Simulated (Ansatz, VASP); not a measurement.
# Re: VASP beside Ansatz

File INCAR:

```
SYSTEM = Re
  PREC = Accurate
  ENCUT = 600
  EDIFF = 1E-6
  ISMEAR = 0
  SIGMA = 0.1
  LREAL = .FALSE.
  LASPH = .TRUE.
  NELM = 100
  ALGO = Fast
  ISIF = 3
  LWAVE = .FALSE.
  LCHARG = .FALSE.
  GGA = PE
  IBRION = 2
  NSW = 100
  EDIFFG = -0.01
```

Contents of KPOINTS:

```
regular mesh
0
G
  22 22 20
  0 0 0
```

POSCAR

```
Re
1.0
    2.5609285754      0.0000000000      0.0000000000
    0.0000000000      2.5609285754      0.0000000000
    0.0000000000      0.0000000000      2.6239164403
Re
1
Direct
    0.0000000000      0.0000000000      0.0000000000
```

Input for Ansatz:

```yaml
crystal:
  lattice:
    - [2.5609285754, 0.0, 0.0]
    - [0.0, 2.5609285754, 0.0]
    - [0.0, 0.0, 2.6239164403]
  atoms:
    - { symbol: Re, position: [0.0, 0.0, 0.0] }
basis:
  ecutwfc: 420
kpoints:
  mp_grid: { grid: [22, 22, 20] }
hamiltonian:
  xc: pbe
scf:
  occupations: { method: gaussian, width: 0.1 }
output:
  forces: true
  stress: true
  eigenvalues: true
relax:
  adjacent_minimum: "off"
  f_tol: 0.01
  max_steps: 80
  cell: { stress_tol: 0.05 }
```

Alike in both runs: task relaxation of cell and atoms; functional PBE; k mesh 22 × 22 × 20; occupations gaussian, width 0.1 eV; no spin polarisation.

|  | VASP | Ansatz |
| --- | --- | --- |
| version | VASP 6.6.1 | Ansatz 0.2.0 |
| potentials or method | VASP PAW PBE potentials, release 64 (Re), cutoff 600 eV | scalar-relativistic, plane waves, PAW |
| valence electrons in the cell | 7 | 15 |

|  | VASP | Ansatz | Ansatz less VASP |
| --- | --- | --- | --- |
| gap on the k mesh at the Fermi level, each at its own relaxed structure (eV) | none | none | - |
| relaxed volume (Å³/atom) | 17.12 | 17.15 | +0.033 |
| relaxed length of the cell vector where the two differ most in proportion (Å) | 2.662 | 2.621 | -0.0412 |

A gap of «none» marks a metal or a gap that the smearing closes. VASP's potentials hold 7 valence electrons a cell and Ansatz's 15, so a difference there can come from the potentials and not from the codes.

Spin-orbit coupling is off throughout.
